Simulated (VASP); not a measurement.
# S (Im-3m) in VASP: further runs

Runs on S. Level: PBEsol. Tasks: single point, relaxation of cell and atoms.

Program: VASP 6.6.1. These are calculated values, not measurements. Logs are shortened: lines on timing, memory, paths and dates and some standing lists are left out, and cuts for length are marked.

## Step 1: The cell of the first run

The structure is cubic, space group Im-3m (No. 229). The conventional cell has a = 3.094 Å, b = 3.094 Å, c = 3.094 Å, α = 90.00°, β = 90.00°, γ = 90.00°. Within 3.5 Å of S (site symmetry m-3m) lie 14 S at 2.68 to 3.09 Å.

This isn't the form of S at room conditions, which is orthorhombic, of S8 rings.

## Step 2: Single point, PBEsol

Contents of INCAR:

```
SYSTEM = S
ALGO = Normal
EDIFF = 1E-6
ENCUT = 500
GGA = PS
GGA_COMPAT = .False.
ISIF = 2
ISMEAR = -1
LASPH = .True.
LCHARG = .False.
LREAL = .False.
LWAVE = .False.
NBANDS = 9
NELM = 120
PREC = Accurate
SIGMA = 0.02
```

Contents of KPOINTS:

```
k-points
0
Gamma
  17 17 17
  0 0 0
```

Contents of POSCAR:

```
S
1.0
   -1.5471067203      1.5471067203      1.5471067203
    1.5471067203     -1.5471067203      1.5471067203
    1.5471067203      1.5471067203     -1.5471067203
S
1
Direct
    0.0000000000      0.0000000000      0.0000000000
```

Potentials or basis: VASP PAW PBE potentials, release 64 (S).

The run is started by

```console
> cat potpaw_PBE.64/S/POTCAR > POTCAR
> mpirun -np 1 vasp_std > vasp.out
```

OUTCAR:

```text
SYSTEM = S
   EDIFF = 1E-6
   ENCUT = 500
   GGA = PS
   ISIF = 2
   ISMEAR = -1
   LASPH = .True.
   LREAL = .False.
   NELM = 120
   PREC = Accurate

 ion  position               nearest neighbor table
   1  0.000  0.000  0.000-

  LATTYP: Found a body centered cubic cell.
 ALAT       =     3.0942134406

  Lattice vectors:

 A1 = (  -1.5471067203,   1.5471067203,   1.5471067203)
 A2 = (   1.5471067203,  -1.5471067203,   1.5471067203)
 A3 = (   1.5471067203,   1.5471067203,  -1.5471067203)

Analysis of symmetry for initial positions (statically):
=====================================================================
 Subroutine PRICEL returns:
 Original cell was already a primitive cell.

 Routine SETGRP: Setting up the symmetry group for a
 body centered cubic supercell.

 Subroutine GETGRP returns: Found 48 space group operations
 (whereof 48 operations were pure point group operations)
 out of a pool of 48 trial point group operations.

The static configuration has the point symmetry O_h .

Analysis of symmetry for dynamics (positions and initial velocities):
=====================================================================
 Subroutine PRICEL returns:
 Original cell was already a primitive cell.

 Routine SETGRP: Setting up the symmetry group for a
 body centered cubic supercell.

 Subroutine GETGRP returns: Found 48 space group operations
 (whereof 48 operations were pure point group operations)
 out of a pool of 48 trial point group operations.

The dynamic configuration has the point symmetry O_h .

 Subroutine INISYM returns: Found 48 space group operations
 (whereof 48 operations are pure point group operations),
 and found     1 'primitive' translations

----------------------------------------------------------------------------------------

                                     Primitive cell

  volume of cell :      14.8122

  direct lattice vectors                    reciprocal lattice vectors
    -1.547106720  1.547106720  1.547106720     0.000000000  0.323183911  0.323183911
     1.547106720 -1.547106720  1.547106720     0.323183911  0.000000000  0.323183911
     1.547106720  1.547106720 -1.547106720     0.323183911  0.323183911  0.000000000

  length of vectors
     2.679667444  2.679667444  2.679667444     0.457051070  0.457051070  0.457051070

  position of ions in fractional coordinates (direct lattice)
     0.000000000  0.000000000  0.000000000

  ion indices of the primitive-cell ions
   primitive index   ion index
                 1           1

----------------------------------------------------------------------------------------

 KPOINTS: k-points

Automatic generation of k-mesh.
 Grid dimensions read from file:
 generate k-points for:   17   17   17

 Generating k-lattice:

  Cartesian coordinates                     Fractional coordinates (reciprocal lattice)
     0.000000000  0.019010818  0.019010818     0.058823529  0.000000000  0.000000000
     0.019010818  0.000000000  0.019010818     0.000000000  0.058823529  0.000000000
     0.019010818  0.019010818  0.000000000     0.000000000  0.000000000  0.058823529

  Length of vectors
     0.026885357  0.026885357  0.026885357

  Shift w.r.t. Gamma in fractional coordinates (k-lattice)
     0.000000000  0.000000000  0.000000000

 Subroutine IBZKPT returns following result:
 ===========================================

 Found    165 irreducible k-points:

 Following reciprocal coordinates:
            Coordinates               Weight
  0.000000  0.000000  0.000000      1.000000
  0.058824  0.000000  0.000000     12.000000
  0.117647  0.000000  0.000000     12.000000
  0.176471  0.000000  0.000000     12.000000
  0.235294  0.000000  0.000000     12.000000
  0.294118  0.000000  0.000000     12.000000
[... 16 lines left out ...]
  0.411765  0.117647  0.000000     48.000000
  0.176471  0.176471  0.000000     24.000000
 [... further k-points ...]
   k-points           NKPTS =    165   k-points in BZ     NKDIM =    165   number of bands    NBANDS=      9
   number of dos      NEDOS =    301   number of ions     NIONS =      1
   total plane-waves  NPLWV =   8000
   dimension x,y,z NGX =    20 NGY =   20 NGZ =   20
   dimension x,y,z NGXF=    40 NGYF=   40 NGZF=   40
   ions per type =               1
   NGX,Y,Z   is equivalent  to a cutoff of  12.41, 12.41, 12.41 a.u.
   NGXF,Y,Z  is equivalent  to a cutoff of  24.82, 24.82, 24.82 a.u.
 SYSTEM =  S
   PREC   = accura    normal or accurate (medium, high low for compatibility)
   ISTART =      0    job   : 0-new  1-cont  2-samecut
   ICHARG =      2    charge: 1-file 2-atom 10-const
   ISPIN  =      1    spin polarized calculation?
   LNONCOLLINEAR =      F non collinear calculations
   LSORBIT =      F    spin-orbit coupling
   LASPH  =      T    aspherical Exc in radial PAW
   ENCUT  =  500.0 eV  36.75 Ry    6.06 a.u.   4.89  4.89  4.89*2*pi/ulx,y,z
   NELM   =    120;   NELMIN=  2; NELMDL= -5     # of ELM steps
   EDIFF  = 0.1E-05   stopping-criterion for ELM
   LREAL  =      F    real-space projection
   EDIFFG = 0.1E-04   stopping-criterion for IOM
   NSW    =      0    number of steps for IOM
   IBRION =     -1    ionic relax: 0-MD 1-quasi-New 2-CG
   NFREE  =      0    steps in history (QN), initial steepest desc. (CG)
   ISIF   =      2    stress and relaxation
   ISYM   =      2    0-nonsym 1-usesym 2-fastsym
   POTIM  = 0.5000    time-step for ionic-motion
   TEBEG  =    0.0;   TEEND  =   0.0 temperature during run
   PSTRESS=    0.0 pullay stress
   NELECT =       6.0000    total number of electrons
   NUPDOWN=      -1.0000    fix difference up-down
   EMIN   =  10.00;   EMAX   =-10.00  energy-range for DOS
   EFERMI =   0.00;   METHOD = LEGACY
   ISMEAR =    -1;   SIGMA  =   0.02  broadening in eV -4-tet -1-fermi 0-gaus
   EFERMI_NEDOS =   21; number of points for ismear=-14 and -15
   IALGO  =     38    algorithm
   IMIX   =      4    mixing-type and parameters
     AMIX     =   0.40;   BMIX     =  1.00
     AMIX_MAG =   1.60;   BMIX_MAG =  1.00
  volume/ion in A,a.u.               =      14.81        99.96
  Fermi-wavevector in a.u.,A,eV,Ry     =   1.211300  2.289025 19.963110  1.467247
  Thomas-Fermi vector in A             =   2.346820
   LORBIT       =      0    0 simple, 1 ext, 2 COOP (PROOUT), +10 PAW based schemes
   GGA     = PS    functional components
   LHFCALC =     F    Hartree Fock is set to
   AEXX    =    0.0000 exact exchange contribution
   IVDW    =     0    specifies the selected vdW correction
   LEPSILON=     F    determine dielectric tensor
   LRPA    =     F    only Hartree local field effects (RPA)
 non-spin polarized calculation
  energy-cutoff  :      500.00
  volume of cell :       14.81
 maximum number of plane-waves:       386
   NGX =  9   NGY =  9   NGZ =  9

 number of electron       6.0000003 magnetization

 Free energy of the ion-electron system (eV)
  ---------------------------------------------------
  ext. energy  EPLUGINS =         0.00000000
  ---------------------------------------------------
  free energy    TOTEN  =        -3.50620529 eV

  energy without entropy =       -3.50551837  energy(sigma->0) =       -3.50586183

 E-fermi :   8.6186     XC(G=0): -11.6123

 val. band max:        8.6176805640   @ k =   0.3529   0.0588  -0.0000
 cond. band min:       8.6380435032   @ k =   0.4706   0.0000   0.0000
 fundamental gap:      0.0203629392
 Fermi energy:         8.6185876327

 k-point     1 :       0.0000    0.0000    0.0000
  band No.  band energies     occupation
      1      -9.0111      2.00000
      2      12.0204      0.00000
      3      12.0204      0.00000
      4      12.0204      0.00000
      5      20.8795      0.00000
      6      20.8795      0.00000
      7      20.8795      0.00000
      8      23.9840      0.00000
      9      24.7017      0.00000

 k-point     2 :       0.0588    0.0000    0.0000
  band No.  band energies     occupation
      1      -8.9179      2.00000
      2      11.5519      0.00000
      3      11.8273      0.00000
      4      11.9886      0.00000
      5      20.6205      0.00000
      6      20.8434      0.00000
      7      21.2503      0.00000
      8      24.1188      0.00000
      9      24.3183      0.00000

 k-point     3 :       0.1176    0.0000    0.0000
  band No.  band energies     occupation
      1      -8.6396      2.00000
      2      10.3283      0.00000
      3      11.3357      0.00000
      4      11.8965      0.00000
      5      19.9798      0.00000
      6      20.3869      0.00000
      7      22.2726      0.00000
      8      23.5856      0.00000
      9      24.4559      0.00000

 k-point     4 :       0.1765    0.0000    0.0000
  band No.  band energies     occupation
      1      -8.1802      2.00000
      2       8.6746      0.11441
      3      10.7120      0.00000
      4      11.7545      0.00000
      5      19.1933      0.00000
      6      19.4145      0.00000
      7      23.7103      0.00000
      8      23.7727      0.00000
      9      24.4131      0.00000
[... 205 lines left out ...]
 k-point    22 :       0.3529    0.1176   -0.0000
  band No.  band energies     occupation
      1      -4.6916      2.00000
      2       1.9010      2.00000
      3       7.5287      2.00000
      4      10.3197      0.00000
      5      17.0500      0.00000
      6      18.6134      0.00000
      7      24.6537      0.00000
      8      27.1197      0.00000
      9      30.1985      0.00000

 k-point    23 :       0.4118    0.1176    0.0000
  band No.  band energies     occupation
      1      -4.0053      2.00000
      2       0.9338      2.00000
      3       7.3393      2.00000
      4      10.2299      0.00000
      5      16.8637      0.00000
      6      18.5187      0.00000
      7      25.5605      0.00000
      8      26.5146      0.00000
      9      31.3315      0.00000

 k-point    24 :       0.1765    0.1765    0.0000
  band No.  band energies     occupation
      1      -6.5856      2.00000
      2       5.4748      2.00000
      3       8.0894      2.00000
      4      10.6227      0.00000
      5      18.2240      0.00000
      6      19.6043      0.00000
      7      23.6074      0.00000
      8      24.4850      0.00000
      9      27.5746      0.00000

 [... further k-points ...]
[... 5 lines left out ...]
  --------------------------------------------------------------------------------------
  -------------------------------------------------------------------------------------
  Total        0.0048839      0.0048839      0.0048839      0.0000000     -0.0000000      0.0000000
  in kB        0.5282668      0.5282668      0.5282668      0.0000000     -0.0000000      0.0000000
  external PRESSURE =       0.5282668 kB  Pullay stress =       0.0000000 kB

 VOLUME and BASIS-vectors are now :
 -----------------------------------------------------------------------------
  energy-cutoff  :      500.00
  volume of cell :       14.81
      direct lattice vectors                 reciprocal lattice vectors
    -1.547106720  1.547106720  1.547106720     0.000000000  0.323183911  0.323183911
     1.547106720 -1.547106720  1.547106720     0.323183911  0.000000000  0.323183911
     1.547106720  1.547106720 -1.547106720     0.323183911  0.323183911  0.000000000

 POSITION                                       TOTAL-FORCE (eV/Angst)
 -----------------------------------------------------------------------------------
      0.00000      0.00000      0.00000        -0.000000     -0.000000      0.000000
 -----------------------------------------------------------------------------------
    total drift:                                0.000000      0.000000      0.000000

  FREE ENERGIE OF THE ION-ELECTRON SYSTEM (eV)
  ---------------------------------------------------
  free  energy   TOTEN  =        -3.5062052892 eV

  energy  without entropy=       -3.5055183656  energy(sigma->0) =       -3.50586183
```

Run time: 16 s. Hardware: 1 thread of AMD EPYC 7R43 (Zen 3), shared host; peak memory 0.09 GiB.

Results:

- Free energy: -3.5062 eV
- Pressure: 0.1 GPa
- Band gap on the k mesh: zero (bands 3 and 4 overlap by 7.72 eV)

Levels at points of the mesh, in eV from the Fermi level:
```csv
k point,band 1,band 2,band 3,band 4,band 5,band 6
"(0.00, 0.00, 0.00)",-17.63,3.40,3.40,3.40,12.26,12.26
```

Caveat: the PAW data sets were made with another functional, which shifts forces and pressure a little.

## Step 3: Relaxation of cell and atoms, PBEsol

This run uses another cell than the first one, of 18.46 Å³/atom.

Contents of INCAR:

```
PREC = Accurate
ENCUT = 500
EDIFF = 1E-7
ISMEAR = -1
SIGMA = 0.02
LREAL = False
LASPH = True
NELM = 120
ALGO = Normal
ISIF = 3
LWAVE = False
LCHARG = False
GGA = PS
IBRION = 2
NSW = 80
EDIFFG = -0.01
GGA_COMPAT = False
NELMIN = 4
```

Contents of KPOINTS:

```
Automatic mesh
0
Gamma
  17 17 17
```

Contents of POSCAR:

```
S
1.0
   -1.6650000000      1.6650000000      1.6650000000
    1.6650000000     -1.6650000000      1.6650000000
    1.6650000000      1.6650000000     -1.6650000000
S
1
Direct
    0.0000000000      0.0000000000      0.0000000000
```

Potentials or basis: VASP PAW PBE potentials, release 64 (S).

The run is started by

```console
> cat potpaw_PBE.64/S/POTCAR > POTCAR
> mpirun -np 1 vasp_std > vasp.out
```

Wall time 54 s (1 thread of AMD EPYC 7R43 (Zen 3), shared host); peak memory 0.11 GiB.

Results (log left out):

```
Free energy                           : -3.5075 eV
Relaxed volume                        : 14.83 Å³/atom
Relaxed cell                          : a = 2.681 Å, b = 2.681 Å, c = 2.681 Å, α = 109.47°, β = 109.47°, γ = 109.47°
Space group after relaxing (to 0.1 Å) : Im-3m (No. 229)
Energy gained by relaxing             : 188.5 meV/atom
Ionic steps                           : 3
Pressure after relaxing               : 0.0 GPa
Band gap on the k mesh                : zero (bands 3 and 4 overlap by 7.71 eV)
```

Step by step:
| step | energy change (eV) | largest force (eV/Å) | pressure (GPa) | volume (Å³) |
| --- | --- | --- | --- | --- |
| 1 | 0.0000 | 0.0000 | -13.72 | 18.46 |
| 2 | -0.1868 | 0.0000 | 2.06 | 14.55 |
| 3 | -0.1885 | 0.0000 | -0.01 | 14.83 |

Final structure:
```
S
1.0
    -1.54774    1.54774    1.54774
     1.54774   -1.54774    1.54774
     1.54774    1.54774   -1.54774
S
1
Direct
  0.00000 0.00000 0.00000
```

Levels at points of the mesh, in eV from the Fermi level:
| k point | band 1 | band 2 | band 3 | band 4 | band 5 | band 6 | band 7 |
| --- | --- | --- | --- | --- | --- | --- | --- |
| (0.00, 0.00, 0.00) | -17.62 | 3.40 | 3.40 | 3.40 | 12.26 | 12.26 | 12.26 |

Caveat: the volume moved by over 15 % at a fixed basis, so the end points are rough; the PAW data sets were made with another functional, which shifts forces and pressure a little.
